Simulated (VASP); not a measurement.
Input of a VASP 6.6.1 run:

The input INCAR:

```
ALGO     = Normal         # electronic algorithm
DIPOL    = 0.5 0.5 0.500
EDIFF    = 1E-7           # SCF threshold, eV
ENCUT    = 520            # plane-wave cutoff, eV
GGA      = CA             # functional
IDIPOL   = 3            
ISIF     = 2              # what is computed and relaxed
ISMEAR   = -1             # smearing method
LASPH    = T              # aspherical terms in the spheres
LCHARG   = T              # write CHGCAR
LDIPOL   = T            
LELF     = T              # ELF
LREAL    = F              # projectors in reciprocal space
LVACPOTAV= T            
LVHAR    = T            
LWAVE    = F              # write WAVECAR
NBANDS   = 36             # bands
NELM     = 100            # most SCF steps
PREC     = Accurate       # precision mode
SIGMA    = 0.02           # smearing width, eV
```

Contents of KPOINTS:

```
k-points
0
Gamma
  8 6 1
```

The input POSCAR:

```
GaN
1.0
    3.1502581348      0.0000000000      0.0000000000
    0.0000000000      4.4551377792      0.0000000000
    0.0000000000      0.0000000000     19.1503000000
Ga N
3 3
Direct
    0.2500000000      0.1250000000      0.4177491179
    0.7500000000      0.6250000000      0.5000000000
    0.2500000000      0.1250000000      0.5822508821
    0.7500000000      0.8750000000      0.4177491179
    0.2500000000      0.3750000000      0.5000000000
    0.7500000000      0.8750000000      0.5822508821
```

Potentials or basis: VASP PAW LDA potentials, release 64 (Ga_d, N).

Launch:

```sh
$ cat potpaw_LDA.64/Ga_d/POTCAR potpaw_LDA.64/N/POTCAR > POTCAR
$ mpirun -np 1 vasp_std > vasp.out
```

(1) Predict the largest force.

(2) Predict the band gap on the k mesh.

## Answers

(1) 2.883 eV/Å.

(2) 0.08 eV (least direct gap 0.49 eV).

Caveat: semilocal functionals underestimate gaps, and a narrow one can read as zero.
